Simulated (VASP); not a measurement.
# SiC (P1) in VASP: single point with r2SCAN

Aim: the single point of SiC with r2SCAN.

Program: VASP 6.6.1. These are calculated values, not measurements. Logs are shortened: lines on timing, memory, paths and dates and some standing lists are left out, and cuts for length are marked.

## 1. The cell of the first run

The typed cell holds 2 atoms: a = 3.080 Å, b = 3.080 Å, c = 3.080 Å, α = 60.00°, β = 60.00°, γ = 60.00°.

## 2. Single point, r2SCAN (atoms moved at random)

Input file POSCAR:

```
SiC
1.0
    0.0000000000      2.1781449820      2.1781449820
    2.1781449820      0.0000000000      2.1781449820
    2.1781449820      2.1781449820      0.0000000000
Si C
1 1
Direct
   -0.0631240300      0.1151658864     -0.1928481309
    0.8131240300      0.6348341136      0.9428481309
```

Input file INCAR.step1:

```
ALGO = Normal
EDIFF = 1E-4
ENCUT = 520
GGA = PE
ISMEAR = 0
LASPH = True
LCHARG = False
LREAL = False
LWAVE = True
NBANDS = 11
NELM = 60
PREC = Accurate
SIGMA = 0.05
```

Input file INCAR.step2:

```
ALGO = Normal
EDIFF = 1E-6
ENCUT = 520
ISIF = 2
ISMEAR = 0
ISTART = 1
LASPH = True
LCHARG = False
LMIXTAU = True
LREAL = False
LWAVE = False
METAGGA = R2SCAN
NBANDS = 11
NELM = 60
PREC = Accurate
SIGMA = 0.05
```

Input file KPOINTS:

```
k-points
0
Gamma
  8 8 8
```

Potentials or basis: VASP PAW PBE potentials, release 64 (Si, C).

The run is started by

```console
cat potpaw_PBE.64/Si/POTCAR potpaw_PBE.64/C/POTCAR > POTCAR
cp INCAR.step1 INCAR
mpirun -np 1 vasp_std > vasp.out
cp INCAR.step2 INCAR
mpirun -np 1 vasp_std > vasp.out
```

OUTCAR:

```text
EDIFF = 1E-6
   ENCUT = 520
   ISIF = 2
   ISMEAR = 0
   ISTART = 1
   LASPH = True
   LREAL = False
   METAGGA = R2SCAN
   NELM = 60
   PREC = Accurate

 ion  position               nearest neighbor table
   1  0.937  0.115  0.807-   2 1.52   2 1.67   2 2.44   2 2.48
   2  0.813  0.635  0.943-   1 1.52   1 1.67   1 2.44   1 2.48

  LATTYP: Found a face centered cubic cell.
 ALAT       =     4.3562899640

  Lattice vectors:

 A1 = (   0.0000000000,   2.1781449820,   2.1781449820)
 A2 = (   2.1781449820,   0.0000000000,   2.1781449820)
 A3 = (   2.1781449820,   2.1781449820,   0.0000000000)

Analysis of symmetry for initial positions (statically):
=====================================================================
 Subroutine PRICEL returns:
 Original cell was already a primitive cell.

 Routine SETGRP: Setting up the symmetry group for a
 face centered cubic supercell.

 Subroutine GETGRP returns: Found  1 space group operations
 (whereof  1 operations were pure point group operations)
 out of a pool of 48 trial point group operations.

The static configuration has the point symmetry C_1 .

Analysis of symmetry for dynamics (positions and initial velocities):
=====================================================================
 Subroutine PRICEL returns:
 Original cell was already a primitive cell.

 Routine SETGRP: Setting up the symmetry group for a
 face centered cubic supercell.

 Subroutine GETGRP returns: Found  1 space group operations
 (whereof  1 operations were pure point group operations)
 out of a pool of 48 trial point group operations.

The dynamic configuration has the point symmetry C_1 .

 Subroutine INISYM returns: Found  1 space group operations
 (whereof  1 operations are pure point group operations),
 and found     1 'primitive' translations

----------------------------------------------------------------------------------------

                                     Primitive cell

  volume of cell :      20.6676

  direct lattice vectors                    reciprocal lattice vectors
     0.000000000  2.178144982  2.178144982    -0.229553131  0.229553131  0.229553131
     2.178144982  0.000000000  2.178144982     0.229553131 -0.229553131  0.229553131
     2.178144982  2.178144982  0.000000000     0.229553131  0.229553131 -0.229553131

  length of vectors
     3.080362174  3.080362174  3.080362174     0.397597686  0.397597686  0.397597686

  position of ions in fractional coordinates (direct lattice)
     0.936875970  0.115165886  0.807151869
     0.813124030  0.634834114  0.942848131

  ion indices of the primitive-cell ions
   primitive index   ion index
                 1           1
                 2           2

----------------------------------------------------------------------------------------

 KPOINTS: k-points

Automatic generation of k-mesh.
 Grid dimensions read from file:
 generate k-points for:    8    8    8

 Generating k-lattice:

  Cartesian coordinates                     Fractional coordinates (reciprocal lattice)
    -0.028694141  0.028694141  0.028694141     0.125000000  0.000000000  0.000000000
     0.028694141 -0.028694141  0.028694141     0.000000000  0.125000000  0.000000000
     0.028694141  0.028694141 -0.028694141     0.000000000  0.000000000  0.125000000

  Length of vectors
     0.049699711  0.049699711  0.049699711

  Shift w.r.t. Gamma in fractional coordinates (k-lattice)
     0.000000000  0.000000000  0.000000000

 Subroutine IBZKPT returns following result:
 ===========================================

 Found    260 irreducible k-points:

 Following reciprocal coordinates:
            Coordinates               Weight
  0.000000  0.000000  0.000000      1.000000
  0.125000  0.000000  0.000000      2.000000
  0.000000  0.125000  0.000000      2.000000
  0.000000  0.000000  0.125000      2.000000
  0.125000  0.125000  0.125000      2.000000
  0.250000  0.000000  0.000000      2.000000
[... 16 lines left out ...]
  0.125000  0.000000  0.250000      2.000000
  0.125000  0.125000 -0.125000      2.000000
 [... further k-points ...]
   k-points           NKPTS =    260   k-points in BZ     NKDIM =    260   number of bands    NBANDS=     11
   number of dos      NEDOS =    301   number of ions     NIONS =      2
   total plane-waves  NPLWV =  13824
   dimension x,y,z NGX =    24 NGY =   24 NGZ =   24
   dimension x,y,z NGXF=    48 NGYF=   48 NGZF=   48
   ions per type =               1   1
   NGX,Y,Z   is equivalent  to a cutoff of  12.95, 12.95, 12.95 a.u.
   NGXF,Y,Z  is equivalent  to a cutoff of  25.91, 25.91, 25.91 a.u.
 SYSTEM =  unknown system
   PREC   = accura    normal or accurate (medium, high low for compatibility)
   ISTART =      1    job   : 0-new  1-cont  2-samecut
   ICHARG =      0    charge: 1-file 2-atom 10-const
   ISPIN  =      1    spin polarized calculation?
   LNONCOLLINEAR =      F non collinear calculations
   LSORBIT =      F    spin-orbit coupling
   LASPH  =      T    aspherical Exc in radial PAW
   ENCUT  =  520.0 eV  38.22 Ry    6.18 a.u.   5.73  5.73  5.73*2*pi/ulx,y,z
   NELM   =     60;   NELMIN=  2; NELMDL=  0     # of ELM steps
   EDIFF  = 0.1E-05   stopping-criterion for ELM
   LREAL  =      F    real-space projection
   EDIFFG = 0.1E-04   stopping-criterion for IOM
   NSW    =      0    number of steps for IOM
   IBRION =     -1    ionic relax: 0-MD 1-quasi-New 2-CG
   NFREE  =      0    steps in history (QN), initial steepest desc. (CG)
   ISIF   =      2    stress and relaxation
   ISYM   =      2    0-nonsym 1-usesym 2-fastsym
   POTIM  = 0.5000    time-step for ionic-motion
   TEBEG  =    0.0;   TEEND  =   0.0 temperature during run
   PSTRESS=    0.0 pullay stress
   NELECT =       8.0000    total number of electrons
   NUPDOWN=      -1.0000    fix difference up-down
   EMIN   =  10.00;   EMAX   =-10.00  energy-range for DOS
   EFERMI =   0.00;   METHOD = LEGACY
   ISMEAR =     0;   SIGMA  =   0.05  broadening in eV -4-tet -1-fermi 0-gaus
   EFERMI_NEDOS =   21; number of points for ismear=-14 and -15
   IALGO  =     38    algorithm
   IMIX   =      4    mixing-type and parameters
     AMIX     =   0.40;   BMIX     =  1.00
     AMIX_MAG =   1.60;   BMIX_MAG =  1.00
  volume/ion in A,a.u.               =      10.33        69.74
  Fermi-wavevector in a.u.,A,eV,Ry     =   1.193094  2.254621 19.367534  1.423474
  Thomas-Fermi vector in A             =   2.329117
   LORBIT       =      0    0 simple, 1 ext, 2 COOP (PROOUT), +10 PAW based schemes
   METAGGA = R2SCAN    functional components
   LHFCALC =     F    Hartree Fock is set to
   AEXX    =    0.0000 exact exchange contribution
   IVDW    =     0    specifies the selected vdW correction
   LEPSILON=     F    determine dielectric tensor
   LRPA    =     F    only Hartree local field effects (RPA)
 non-spin polarized calculation
 Gauss-broadening in eV      SIGMA  =   0.05
  energy-cutoff  :      520.00
  volume of cell :       20.67
 maximum number of plane-waves:       568
   NGX = 11   NGY = 11   NGZ = 11

 number of electron       8.0000000 magnetization

 Free energy of the ion-electron system (eV)
  ---------------------------------------------------
  ext. energy  EPLUGINS =         0.00000000
  ---------------------------------------------------
  free energy    TOTEN  =       -15.07500143 eV

  energy without entropy =      -15.07432077  energy(sigma->0) =      -15.07466110

 E-fermi :   9.0153     XC(G=0): -11.9913

 val. band max:        8.9975842731   @ k =   0.0000   0.1250   0.0000
 cond. band min:       9.0196853394   @ k =   0.0000   0.0000   0.2500
 fundamental gap:      0.0221010663
 Fermi energy:         9.0153099036

 k-point     1 :       0.0000    0.0000    0.0000
  band No.  band energies     occupation
      1      -8.3529      2.00000
      2       4.6469      2.00000
      3       9.0197      0.90064
      4       9.6110      0.00000
      5      11.7827      0.00000
      6      16.1946      0.00000
      7      17.9125      0.00000
      8      18.8788      0.00000
      9      20.1358      0.00000
     10      21.8174      0.00000
     11      23.8273      0.00000

 k-point     2 :       0.1250    0.0000    0.0000
  band No.  band energies     occupation
      1      -8.0548      2.00000
      2       4.5281      2.00000
      3       7.2631      2.00000
      4       9.2421      0.00000
      5      12.8342      0.00000
      6      16.0662      0.00000
      7      18.0109      0.00000
      8      18.3626      0.00000
      9      20.8363      0.00000
     10      21.2930      0.00000
     11      23.3085      0.00000

 k-point     3 :       0.0000    0.1250    0.0000
  band No.  band energies     occupation
      1      -8.0344      2.00000
      2       3.9284      2.00000
      3       8.7095      2.00000
      4       8.9976      1.38388
      5      12.5325      0.00000
      6      14.7392      0.00000
      7      18.1661      0.00000
      8      18.8623      0.00000
      9      21.4002      0.00000
     10      22.3359      0.00000
     11      22.7059      0.00000

 k-point     4 :       0.0000    0.0000    0.1250
  band No.  band energies     occupation
      1      -8.0543      2.00000
      2       4.5265      2.00000
      3       7.2176      2.00000
      4       9.3071      0.00000
      5      12.8147      0.00000
      6      16.0564      0.00000
      7      18.1054      0.00000
      8      18.4204      0.00000
      9      20.6779      0.00000
     10      21.2436      0.00000
     11      23.3466      0.00000

 k-point     5 :       0.1250    0.1250    0.1250
  band No.  band energies     occupation
      1      -8.0345      2.00000
      2       3.9315      2.00000
      3       8.7171      2.00000
      4       8.9872      1.57365
      5      12.5284      0.00000
      6      14.7229      0.00000
      7      18.1674      0.00000
      8      18.8947      0.00000
      9      21.3922      0.00000
     10      22.3091      0.00000
     11      22.7448      0.00000
[... 211 lines left out ...]
 k-point    21 :       0.2500    0.1250    0.0000
  band No.  band energies     occupation
      1      -7.2749      2.00000
      2       3.8148      2.00000
      3       5.5854      2.00000
      4       8.2022      2.00000
      5      13.2192      0.00000
      6      15.0775      0.00000
      7      16.3290      0.00000
      8      19.2724      0.00000
      9      21.1971      0.00000
     10      22.9657      0.00000
     11      25.5400      0.00000

 k-point    22 :       0.0000    0.2500    0.1250
  band No.  band energies     occupation
      1      -7.2078      2.00000
      2       2.5416      2.00000
      3       7.6815      2.00000
      4       8.4490      2.00000
      5      12.5054      0.00000
      6      13.4123      0.00000
      7      16.6783      0.00000
      8      20.0748      0.00000
      9      21.5806      0.00000
     10      23.4161      0.00000
     11      26.1282      0.00000

 k-point    23 :       0.1250    0.0000    0.2500
  band No.  band energies     occupation
      1      -7.2553      2.00000
      2       3.8864      2.00000
      3       5.0902      2.00000
      4       8.3401      2.00000
      5      13.0214      0.00000
      6      15.9095      0.00000
      7      17.4205      0.00000
      8      18.9764      0.00000
      9      21.3057      0.00000
     10      22.7496      0.00000
     11      23.2937      0.00000

 k-point    24 :       0.1250    0.1250   -0.1250
  band No.  band energies     occupation
      1      -7.2737      2.00000
      2       3.8067      2.00000
      3       5.5473      2.00000
      4       8.2661      2.00000
      5      13.2169      0.00000
      6      15.0349      0.00000
      7      16.3486      0.00000
      8      19.4786      0.00000
      9      21.1220      0.00000
     10      22.7377      0.00000
     11      25.6091      0.00000

 [... further k-points ...]
[... 5 lines left out ...]
  --------------------------------------------------------------------------------------
  -------------------------------------------------------------------------------------
  Total        7.9501775     -2.3491233     13.5930631     -0.1313237     -0.0578246      5.7853422
  in kB      616.3069396   -182.1067529   1053.7499486    -10.1803652     -4.4826289    448.4864103
  external PRESSURE =     495.9833784 kB  Pullay stress =       0.0000000 kB

 VOLUME and BASIS-vectors are now :
 -----------------------------------------------------------------------------
  energy-cutoff  :      520.00
  volume of cell :       20.67
      direct lattice vectors                 reciprocal lattice vectors
     0.000000000  2.178144982  2.178144982    -0.229553131  0.229553131  0.229553131
     2.178144982  0.000000000  2.178144982     0.229553131 -0.229553131  0.229553131
     2.178144982  2.178144982  0.000000000     0.229553131  0.229553131 -0.229553131

 POSITION                                       TOTAL-FORCE (eV/Angst)
 -----------------------------------------------------------------------------------
      2.00894      3.79875      2.29150         2.002894     -0.497559      8.159711
      3.43642      3.82476      3.15386        -2.002894      0.497559     -8.159711
 -----------------------------------------------------------------------------------
    total drift:                                0.000122      0.000019     -0.000010

  FREE ENERGIE OF THE ION-ELECTRON SYSTEM (eV)
  ---------------------------------------------------
  free  energy   TOTEN  =       -15.0750014296 eV

  energy  without entropy=      -15.0743207710  energy(sigma->0) =      -15.07466110
```

It took 57 s on 1 thread of Intel Xeon 6975P-C (Granite Rapids), shared host; peak memory 0.17 GiB.

What came out:

```yaml
Free_energy: -15.0750 eV
Pressure: 49.6 GPa
Largest_force: 8.417 eV/Å
Band_gap_on_the_k_mesh: zero (band 4 reaches 9.61 eV, above the bottom of band 5 at 7.77 eV)
```

Forces in eV/Å, atoms in the order of the input:
```
Si   2.003 -0.498  8.160
C   -2.003  0.498 -8.160
```

Levels at points of the mesh, in eV from the Fermi level:
| k point | band 1 | band 2 | band 3 | band 4 | band 5 | band 6 | band 7 | band 8 |
| --- | --- | --- | --- | --- | --- | --- | --- | --- |
| (0.00, 0.00, 0.00) | -17.37 | -4.37 | 0.00 | 0.60 | 2.77 | 7.18 | 8.90 | 9.86 |
| (0.50, 0.00, 0.00) | -14.25 | -8.83 | -5.01 | -0.35 | 3.84 | 5.98 | 7.75 | 8.59 |
| (0.00, 0.50, 0.00) | -13.42 | -11.09 | -1.99 | -0.68 | 2.64 | 4.95 | 7.73 | 10.61 |
| (0.00, 0.00, 0.50) | -14.24 | -8.88 | -5.02 | -0.29 | 3.83 | 6.02 | 7.84 | 8.63 |
| (0.50, 0.50, 0.50) | -13.43 | -11.07 | -1.99 | -0.69 | 2.64 | 4.93 | 7.73 | 10.64 |
| (0.50, 0.50, 0.00) | -12.54 | -9.76 | -3.48 | -3.03 | -0.90 | 1.97 | 10.22 | 14.75 |
| (0.00, 0.50, 0.50) | -12.57 | -9.69 | -3.34 | -2.84 | -1.24 | 1.57 | 10.61 | 15.12 |
| (0.50, 0.00, 0.50) | -12.80 | -8.16 | -6.42 | -3.38 | -0.10 | 3.60 | 12.89 | 14.10 |

Caveat: the cell differs from its parent crystal (atoms moved at random); the PAW data sets were made with another functional, which shifts forces and pressure a little.
